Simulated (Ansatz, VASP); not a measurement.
**One calculation of Pb, two programs**

File INCAR:

```
SYSTEM = Pb
PREC = Accurate
ENCUT = 520
EDIFF = 1E-6
ISMEAR = -1
SIGMA = 0.01
LREAL = .False.
LASPH = .True.
NELM = 60
ALGO = Normal
ISIF = 2
LWAVE = .False.
LCHARG = .False.
NBANDS = 13
```

File KPOINTS:

```
regular mesh
0
Gamma
  15 15 15
  0 0 0
```

File POSCAR:

```
Pb
1.0
    0.0000000000      2.3372365409      2.3372365409
    2.3372365409      0.0000000000      2.3372365409
    2.3372365409      2.3372365409      0.0000000000
Pb
1
Direct
    0.0000000000      0.0000000000      0.0000000000
```

Input for Ansatz:

```yaml
crystal:
  lattice:
    - [0.0, 2.3372365409, 2.3372365409]
    - [2.3372365409, 0.0, 2.3372365409]
    - [2.3372365409, 2.3372365409, 0.0]
  atoms:
    - { symbol: Pb, position: [0.0, 0.0, 0.0] }
kpoints:
  mp_grid: { grid: [15, 15, 15] }
scf:
  occupations: { method: fermi_dirac, width: 0.01 }
  n_extra_bands: 2
hamiltonian:
  xc: lda
  pseudopotentials: { kind: all_electron, lapw: { basis_error: 0.001 } }
output:
  forces: true
  stress: true
  eigenvalues: true
  populations: true
```

Alike in both runs: task single point; functional LDA; k mesh 15 × 15 × 15; occupations fermi-dirac, width 0.01 eV; no spin polarisation.

```csv
,VASP,Ansatz
version,VASP 6.6.1,Ansatz 0.2.0
potentials or method,"VASP PAW LDA potentials, release 64 (Pb_d), cutoff 520 eV","all-electron LAPW, scalar-relativistic"
```

Ansatz gave:

```
gap on the k mesh at the Fermi level (eV) : none
pressure (GPa)                            : 9.3
```

Task: Which values does VASP return?

Result: gap on the k mesh at the Fermi level (eV): none; pressure (GPa): 9.4.

LDA's correlation is that of Perdew and Zunger in VASP and of Perdew and Wang (1992) in Ansatz. A gap of «none» marks a metal or a gap that the smearing closes. Ansatz ran all-electron here, and VASP with PAW potentials.

Neither program's run includes spin-orbit coupling.
